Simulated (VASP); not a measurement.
# Ti3Se (P-6m2) in VASP: notebook

Runs on Ti3Se. Level: LDA. Tasks: single point.

Everything below comes from runs of VASP 6.6.1. Logs are shortened: lines on timing, memory, paths and dates and some standing lists are left out, and cuts for length are marked.

## Step 1: The cell of the first run

It takes space group P-6m2 (No. 187, hexagonal). The conventional cell has a = 3.133 Å, b = 3.133 Å, c = 8.270 Å, α = 90.00°, β = 90.00°, γ = 120.00°. Ti (site symmetry 3m) has 3 Se at 2.61 Å and 9 Ti at 2.89 to 3.13 Å within 3.4 Å. Ti (site symmetry -6m2) has 12 Ti at 2.89 to 3.13 Å within 3.8 Å. Se (site symmetry -6m2) has 6 Ti at 2.61 Å and 6 Se at 3.13 Å within 3.4 Å.

## Step 2: Single point, LDA

File INCAR:

```
SYSTEM = Ti3Se
PREC = Accurate
ENCUT = 520
EDIFF = 1E-6
ISMEAR = 1
SIGMA = 0.1
LREAL = .FALSE.
LASPH = .TRUE.
NELM = 60
ALGO = Normal
ISIF = 2
LWAVE = .FALSE.
LCHARG = .FALSE.
GGA = CA
NBANDS = 29
```

File KPOINTS:

```
Automatic mesh
0
G
  12 12 5
  0 0 0
```

File POSCAR:

```
Ti3Se
1.0
    3.1335010000      0.0000000000      0.0000000000
   -1.5667456000      2.7136886000      0.0000000000
    0.0000000000      0.0000000000      8.2702519783
Ti Se
3 1
Direct
    0.3333333333      0.6666666667      0.2271000000
    0.3333333333      0.6666666667      0.7729000000
    0.6666666667      0.3333333333      0.5000000000
    0.0000000000      0.0000000000      0.0000000000
```

Potentials or basis: VASP PAW LDA potentials, release 64 (Ti_sv, Se).

Run with:

```console
cat potpaw_LDA.64/Ti_sv/POTCAR potpaw_LDA.64/Se/POTCAR > POTCAR
mpirun -np 1 vasp_std > vasp.out
```

OUTCAR:

```text
SYSTEM = Ti3Se
   PREC = Accurate
   ENCUT = 520
   EDIFF = 1E-6
   ISMEAR = 1
   LREAL = .FALSE.
   LASPH = .TRUE.
   NELM = 60
   ISIF = 2
   GGA = CA

 ion  position               nearest neighbor table
   1  0.333  0.667  0.227-   4 2.61   4 2.61   4 2.61   3 2.89   3 2.89   3 2.89
   2  0.333  0.667  0.773-   4 2.61   4 2.61   4 2.61   3 2.89   3 2.89   3 2.89
   3  0.667  0.333  0.500-   1 2.89   2 2.89   1 2.89   2 2.89   1 2.89   2 2.89
   4  0.000  0.000  0.000-   1 2.61   2 2.61   1 2.61   2 2.61   1 2.61   2 2.61

  LATTYP: Found a hexagonal cell.
 ALAT       =     3.1335010000
 C/A-ratio  =     2.6393008901

  Lattice vectors:

 A1 = (   3.1335010000,   0.0000000000,   0.0000000000)
 A2 = (  -1.5667456000,   2.7136886000,   0.0000000000)
 A3 = (   0.0000000000,   0.0000000000,   8.2702519783)

Analysis of symmetry for initial positions (statically):
=====================================================================
 Subroutine PRICEL returns:
 Original cell was already a primitive cell.

 Routine SETGRP: Setting up the symmetry group for a
 hexagonal supercell.

 Subroutine GETGRP returns: Found 12 space group operations
 (whereof 12 operations were pure point group operations)
 out of a pool of 24 trial point group operations.

The static configuration has the point symmetry D_3h.

Analysis of symmetry for dynamics (positions and initial velocities):
=====================================================================
 Subroutine PRICEL returns:
 Original cell was already a primitive cell.

 Routine SETGRP: Setting up the symmetry group for a
 hexagonal supercell.

 Subroutine GETGRP returns: Found 12 space group operations
 (whereof 12 operations were pure point group operations)
 out of a pool of 24 trial point group operations.

The dynamic configuration has the point symmetry D_3h.

 Subroutine INISYM returns: Found 12 space group operations
 (whereof 12 operations are pure point group operations),
 and found     1 'primitive' translations

----------------------------------------------------------------------------------------

                                     Primitive cell

  volume of cell :      70.3248

  direct lattice vectors                    reciprocal lattice vectors
     3.133501000  0.000000000  0.000000000     0.319131859  0.184250483  0.000000000
    -1.566745600  2.713688600  0.000000000     0.000000000  0.368502119  0.000000000
     0.000000000  0.000000000  8.270251978     0.000000000  0.000000000  0.120915300

  length of vectors
     3.133501000  3.133496066  8.270251978     0.368501539  0.368502119  0.120915300

  position of ions in fractional coordinates (direct lattice)
     0.333333333  0.666666667  0.227100000
     0.333333333  0.666666667  0.772900000
     0.666666667  0.333333333  0.500000000
     0.000000000  0.000000000  0.000000000

  ion indices of the primitive-cell ions
   primitive index   ion index
                 1           1
                 2           2
                 3           3
                 4           4

----------------------------------------------------------------------------------------

 KPOINTS: Automatic mesh

Automatic generation of k-mesh.
 Grid dimensions read from file:
 generate k-points for:   12   12    5

 Generating k-lattice:

  Cartesian coordinates                     Fractional coordinates (reciprocal lattice)
     0.026594322  0.015354207  0.000000000     0.083333333  0.000000000  0.000000000
     0.000000000  0.030708510  0.000000000     0.000000000  0.083333333  0.000000000
     0.000000000  0.000000000  0.024183060     0.000000000  0.000000000  0.200000000

  Length of vectors
     0.030708462  0.030708510  0.024183060

  Shift w.r.t. Gamma in fractional coordinates (k-lattice)
     0.000000000  0.000000000  0.000000000

 Subroutine IBZKPT returns following result:
 ===========================================

 Found     57 irreducible k-points:

 Following reciprocal coordinates:
            Coordinates               Weight
  0.000000  0.000000  0.000000      1.000000
  0.083333 -0.000000  0.000000      6.000000
  0.166667 -0.000000  0.000000      6.000000
  0.250000  0.000000  0.000000      6.000000
  0.333333 -0.000000  0.000000      6.000000
  0.416667  0.000000  0.000000      6.000000
[... 16 lines left out ...]
  0.250000  0.000000  0.200000     12.000000
  0.333333 -0.000000  0.200000     12.000000
 [... further k-points ...]
   k-points           NKPTS =     57   k-points in BZ     NKDIM =     57   number of bands    NBANDS=     29
   number of dos      NEDOS =    301   number of ions     NIONS =      4
   total plane-waves  NPLWV =  36864
   dimension x,y,z NGX =    24 NGY =   24 NGZ =   64
   dimension x,y,z NGXF=    48 NGYF=   48 NGZF=  128
   ions per type =               3   1
   NGX,Y,Z   is equivalent  to a cutoff of  12.73, 12.73, 12.87 a.u.
   NGXF,Y,Z  is equivalent  to a cutoff of  25.47, 25.47, 25.73 a.u.
 SYSTEM =  Ti3Se
   PREC   = accura    normal or accurate (medium, high low for compatibility)
   ISTART =      0    job   : 0-new  1-cont  2-samecut
   ICHARG =      2    charge: 1-file 2-atom 10-const
   ISPIN  =      1    spin polarized calculation?
   LNONCOLLINEAR =      F non collinear calculations
   LSORBIT =      F    spin-orbit coupling
   LASPH  =      T    aspherical Exc in radial PAW
   ENCUT  =  520.0 eV  38.22 Ry    6.18 a.u.   5.83  5.83 15.38*2*pi/ulx,y,z
   NELM   =     60;   NELMIN=  2; NELMDL= -5     # of ELM steps
   EDIFF  = 0.1E-05   stopping-criterion for ELM
   LREAL  =      F    real-space projection
   EDIFFG = 0.1E-04   stopping-criterion for IOM
   NSW    =      0    number of steps for IOM
   IBRION =     -1    ionic relax: 0-MD 1-quasi-New 2-CG
   NFREE  =      0    steps in history (QN), initial steepest desc. (CG)
   ISIF   =      2    stress and relaxation
   ISYM   =      2    0-nonsym 1-usesym 2-fastsym
   POTIM  = 0.5000    time-step for ionic-motion
   TEBEG  =    0.0;   TEEND  =   0.0 temperature during run
   PSTRESS=    0.0 pullay stress
   NELECT =      42.0000    total number of electrons
   NUPDOWN=      -1.0000    fix difference up-down
   EMIN   =  10.00;   EMAX   =-10.00  energy-range for DOS
   EFERMI =   0.00;   METHOD = LEGACY
   ISMEAR =     1;   SIGMA  =   0.10  broadening in eV -4-tet -1-fermi 0-gaus
   EFERMI_NEDOS =   21; number of points for ismear=-14 and -15
   IALGO  =     38    algorithm
   IMIX   =      4    mixing-type and parameters
     AMIX     =   0.40;   BMIX     =  1.00
     AMIX_MAG =   1.60;   BMIX_MAG =  1.00
  volume/ion in A,a.u.               =      17.58       118.64
  Fermi-wavevector in a.u.,A,eV,Ry     =   1.378653  2.605277 25.860388  1.900685
  Thomas-Fermi vector in A             =   2.503695
   LORBIT       =      0    0 simple, 1 ext, 2 COOP (PROOUT), +10 PAW based schemes
   GGA     = CA    functional components
   LHFCALC =     F    Hartree Fock is set to
   AEXX    =    0.0000 exact exchange contribution
   IVDW    =     0    specifies the selected vdW correction
   LEPSILON=     F    determine dielectric tensor
   LRPA    =     F    only Hartree local field effects (RPA)
 non-spin polarized calculation
 Methfessel and Paxton  Order N= 1 SIGMA  =   0.10
  energy-cutoff  :      520.00
  volume of cell :       70.32
 maximum number of plane-waves:      1914
 NGX is ok and might be reduce to    24

 number of electron      42.0000016 magnetization

 Free energy of the ion-electron system (eV)
  ---------------------------------------------------
  ext. energy  EPLUGINS =         0.00000000
  ---------------------------------------------------
  free energy    TOTEN  =       -31.70429727 eV

  energy without entropy =      -31.70401091  energy(sigma->0) =      -31.70420182

 E-fermi :   7.8872     XC(G=0): -11.6139

 val. band max:        7.8761992583   @ k =   0.1667  -0.0000   0.4000
 cond. band min:       7.8903740391   @ k =   0.4167   0.1667   0.2000
 fundamental gap:      0.0141747808
 Fermi energy:         7.8871798229

 k-point     1 :       0.0000    0.0000    0.0000
  band No.  band energies     occupation
      1     -48.4296      2.00000
      2     -48.4124      2.00000
      3     -48.2773      2.00000
      4     -25.2954      2.00000
      5     -25.2025      2.00000
      6     -24.8788      2.00000
[... 21 lines left out ...]
     28       9.5254     -0.00000
     29       9.5254     -0.00000

 k-point     2 :       0.0833   -0.0000    0.0000
  band No.  band energies     occupation
      1     -48.4264      2.00000
      2     -48.4101      2.00000
      3     -48.2759      2.00000
      4     -25.2876      2.00000
      5     -25.2024      2.00000
      6     -24.8957      2.00000
[... 21 lines left out ...]
     28       9.4392     -0.00000
     29       9.5168     -0.00000

 k-point     3 :       0.1667   -0.0000    0.0000
  band No.  band energies     occupation
      1     -48.4176      2.00000
      2     -48.4037      2.00000
      3     -48.2721      2.00000
      4     -25.2660      2.00000
      5     -25.2035      2.00000
      6     -24.9530      2.00000
[... 21 lines left out ...]
     28       9.3924     -0.00000
     29       9.5954     -0.00000

 k-point     4 :       0.2500    0.0000    0.0000
  band No.  band energies     occupation
      1     -48.4054      2.00000
      2     -48.3949      2.00000
      3     -48.2671      2.00000
      4     -25.2358      2.00000
      5     -25.2090      2.00000
      6     -25.0268      2.00000
[... 21 lines left out ...]
     28       9.5300     -0.00000
     29       9.8381     -0.00000

 k-point     5 :       0.3333   -0.0000    0.0000
  band No.  band energies     occupation
      1     -48.3930      2.00000
      2     -48.3860      2.00000
      3     -48.2623      2.00000
      4     -25.2210      2.00000
      5     -25.2075      2.00000
      6     -25.0911      2.00000
[... 21 lines left out ...]
     28       9.8974      0.00000
     29      10.1690      0.00000
[... 510 lines left out ...]
     28       9.5995     -0.00000
     29       9.6393     -0.00000

 k-point    22 :       0.1667   -0.0000    0.2000
  band No.  band energies     occupation
      1     -48.4172      2.00000
      2     -48.4041      2.00000
      3     -48.2721      2.00000
      4     -25.2749      2.00000
      5     -25.1923      2.00000
      6     -24.9551      2.00000
[... 21 lines left out ...]
     28       9.5568     -0.00000
     29       9.7104     -0.00000

 k-point    23 :       0.2500    0.0000    0.2000
  band No.  band energies     occupation
      1     -48.4050      2.00000
      2     -48.3952      2.00000
      3     -48.2671      2.00000
      4     -25.2446      2.00000
      5     -25.1986      2.00000
      6     -25.0296      2.00000
[... 21 lines left out ...]
     28       9.5940     -0.00000
     29       9.9105      0.00000

 k-point    24 :       0.3333   -0.0000    0.2000
  band No.  band energies     occupation
      1     -48.3927      2.00000
      2     -48.3864      2.00000
      3     -48.2623      2.00000
      4     -25.2217      2.00000
      5     -25.2057      2.00000
      6     -25.0949      2.00000
[... 21 lines left out ...]
     28       9.8953      0.00000
     29      10.2176      0.00000

 [... further k-points ...]
[... 5 lines left out ...]
  --------------------------------------------------------------------------------------
  -------------------------------------------------------------------------------------
  Total       -2.2875963     -2.2875914     -6.5623242     -0.0000041      0.0000000     -0.0000000
  in kB      -52.1172353    -52.1171251   -149.5063635     -0.0000941      0.0000000     -0.0000000
  external PRESSURE =     -84.5802413 kB  Pullay stress =       0.0000000 kB

 VOLUME and BASIS-vectors are now :
 -----------------------------------------------------------------------------
  energy-cutoff  :      520.00
  volume of cell :       70.32
      direct lattice vectors                 reciprocal lattice vectors
     3.133501000  0.000000000  0.000000000     0.319131859  0.184250483  0.000000000
    -1.566745600  2.713688600  0.000000000     0.000000000  0.368502119  0.000000000
     0.000000000  0.000000000  8.270251978     0.000000000  0.000000000  0.120915300

 POSITION                                       TOTAL-FORCE (eV/Angst)
 -----------------------------------------------------------------------------------
      0.00000      1.80913      1.87817         0.000000     -0.000000     -0.184804
      0.00000      1.80913      6.39208         0.000000     -0.000000      0.184804
      1.56675      0.90456      4.13513         0.000000     -0.000000      0.000000
      0.00000      0.00000      0.00000        -0.000000      0.000000      0.000000
 -----------------------------------------------------------------------------------
    total drift:                                0.000065      0.000038     -0.000000

  FREE ENERGIE OF THE ION-ELECTRON SYSTEM (eV)
  ---------------------------------------------------
  free  energy   TOTEN  =       -31.7042972749 eV

  energy  without entropy=      -31.7040109067  energy(sigma->0) =      -31.70420182
```

Run time: 44 s. Hardware: 1 thread of Intel Xeon 6975P-C (Granite Rapids), shared host; peak memory 0.22 GiB.

Results:

| Quantity | Value |
| --- | --- |
| Free energy | -31.7043 eV |
| Pressure | -8.5 GPa |
| Largest force | 0.185 eV/Å |
| Band gap on the k mesh | zero (band 21 reaches 8.38 eV, above the bottom of band 22 at 7.58 eV) |

Forces on the atoms (eV/Å):
```
Ti   0.000  0.000 -0.185
Ti   0.000  0.000  0.185
Ti   0.000  0.000  0.000
Se   0.000  0.000  0.000
```

Stress tensor (GPa, compression positive):
```
 -5.21   0.00   0.00
  0.00  -5.21   0.00
  0.00   0.00 -14.95
```

Levels at points of the mesh, in eV from the Fermi level:
```tsv
k point	band 17	band 18	band 19	band 20	band 21	band 22	band 23	band 24	band 25	band 26
(0.00, 0.00, 0.00)	-0.83	-0.83	-0.62	0.33	0.33	0.45	0.45	0.62	0.85	1.46
(0.50, 0.00, 0.00)	-2.04	-1.89	-1.55	-0.57	-0.51	0.34	0.72	0.74	2.10	2.48
```

## Step 3: Single point, LDA

This run uses another cell than the first one, of the same volume but with other edges.

File INCAR:

```
SYSTEM = Ti3Se
ALGO     = Normal         ! electronic algorithm
EDIFF    = 1E-6           ! SCF threshold, eV
ENCUT    = 520            ! plane-wave cutoff, eV
GGA      = CA             ! functional
ISIF     = 2              ! what is computed and relaxed
ISMEAR   = 1              ! smearing method
LASPH    = .True.         ! aspherical terms in the spheres
LCHARG   = .False.        ! write CHGCAR
LREAL    = .False.        ! projectors in reciprocal space
LWAVE    = .False.        ! write WAVECAR
NBANDS   = 29             ! bands
NELM     = 100            ! most SCF steps
PREC     = Accurate       ! precision mode
SIGMA    = 0.1            ! smearing width, eV
```

File KPOINTS:

```
k-points
0
Gamma
  12 12 5
  0 0 0
```

File POSCAR:

```
Ti3Se
1.0
    3.1654755000      0.0000000000      0.0000000000
   -1.5827328000      2.7413793000      0.0000000000
    0.0000000000      0.0000000000      8.1040199980
Ti Se
3 1
Direct
    0.3333333333      0.6666666667      0.2271000000
    0.3333333333      0.6666666667      0.7729000000
    0.6666666667      0.3333333333      0.5000000000
    0.0000000000      0.0000000000      0.0000000000
```

Potentials or basis: VASP PAW LDA potentials, release 64 (Ti_sv, Se).

Run with:

```console
cat potpaw_LDA.64/Ti_sv/POTCAR potpaw_LDA.64/Se/POTCAR > POTCAR
mpirun -np 1 vasp_std > vasp.out
```

OUTCAR:

```text
SYSTEM = Ti3Se
   EDIFF = 1E-6
   ENCUT = 520
   GGA = CA
   ISIF = 2
   ISMEAR = 1
   LASPH = .True.
   LREAL = .False.
   NELM = 100
   PREC = Accurate

 ion  position               nearest neighbor table
   1  0.333  0.667  0.227-   4 2.59   4 2.59   4 2.59   3 2.87   3 2.87   3 2.87
   2  0.333  0.667  0.773-   4 2.59   4 2.59   4 2.59   3 2.87   3 2.87   3 2.87
   3  0.667  0.333  0.500-   1 2.87   2 2.87   1 2.87   2 2.87   1 2.87   2 2.87
   4  0.000  0.000  0.000-   1 2.59   2 2.59   1 2.59   2 2.59   1 2.59   2 2.59

  LATTYP: Found a hexagonal cell.
 ALAT       =     3.1654755000
 C/A-ratio  =     2.5601272220

  Lattice vectors:

 A1 = (   3.1654755000,   0.0000000000,   0.0000000000)
 A2 = (  -1.5827328000,   2.7413793000,   0.0000000000)
 A3 = (   0.0000000000,   0.0000000000,   8.1040199980)

Analysis of symmetry for initial positions (statically):
=====================================================================
 Subroutine PRICEL returns:
 Original cell was already a primitive cell.

[... 168 lines left out ...]
  ext. energy  EPLUGINS =         0.00000000
  ---------------------------------------------------
  free energy    TOTEN  =       -31.77162278 eV

  energy without entropy =      -31.77175048  energy(sigma->0) =      -31.77166535

 E-fermi :   7.8817     XC(G=0): -11.6096

 val. band max:        7.8720717678   @ k =   0.4167   0.1667   0.2000
 cond. band min:       7.8898635399   @ k =   0.3333   0.3333   0.2000
 fundamental gap:      0.0177917721
 Fermi energy:         7.8817337666

 k-point     1 :       0.0000    0.0000    0.0000
  band No.  band energies     occupation
      1     -48.4362      2.00000
      2     -48.4166      2.00000
      3     -48.2722      2.00000
      4     -25.3052      2.00000
      5     -25.2099      2.00000
      6     -24.9031      2.00000
[... 757 lines left out ...]
     28       9.9623      0.00000
     29      10.1649      0.00000

 [... further k-points ...]
[... 5 lines left out ...]
  --------------------------------------------------------------------------------------
  -------------------------------------------------------------------------------------
  Total       -2.7894378     -2.7894319     -5.1629023     -0.0000050      0.0000000     -0.0000000
  in kB      -63.5504572    -63.5503228   -117.6239881     -0.0001148      0.0000000     -0.0000000
  external PRESSURE =     -81.5749227 kB  Pullay stress =       0.0000000 kB

 VOLUME and BASIS-vectors are now :
 -----------------------------------------------------------------------------
  energy-cutoff  :      520.00
  volume of cell :       70.32
      direct lattice vectors                 reciprocal lattice vectors
     3.165475500  0.000000000  0.000000000     0.315908305  0.182389367  0.000000000
    -1.582732800  2.741379300  0.000000000     0.000000000  0.364779876  0.000000000
     0.000000000  0.000000000  8.104019998     0.000000000  0.000000000  0.123395549

 POSITION                                       TOTAL-FORCE (eV/Angst)
 -----------------------------------------------------------------------------------
      0.00000      1.82759      1.84042         0.000000      0.000000     -0.135981
      0.00000      1.82759      6.26360        -0.000000      0.000000      0.135981
      1.58274      0.91379      4.05201        -0.000000      0.000000      0.000000
      0.00000      0.00000      0.00000         0.000000     -0.000000      0.000000
 -----------------------------------------------------------------------------------
    total drift:                                0.000069      0.000040     -0.000000

  FREE ENERGIE OF THE ION-ELECTRON SYSTEM (eV)
  ---------------------------------------------------
  free  energy   TOTEN  =       -31.7716227808 eV

  energy  without entropy=      -31.7717504764  energy(sigma->0) =      -31.77166535
```

Wall time 40 s (1 thread of Intel Xeon 6975P-C (Granite Rapids), shared host); peak memory 0.22 GiB.

What came out:

- Free energy: -31.7716 eV
- Pressure: -8.2 GPa
- Largest force: 0.136 eV/Å
- Band gap on the k mesh: zero (band 21 reaches 8.32 eV, above the bottom of band 22 at 7.61 eV)

Forces in eV/Å, atoms in the order of the input:
```
Ti   0.000  0.000 -0.136
Ti   0.000  0.000  0.136
Ti   0.000  0.000  0.000
Se   0.000  0.000  0.000
```
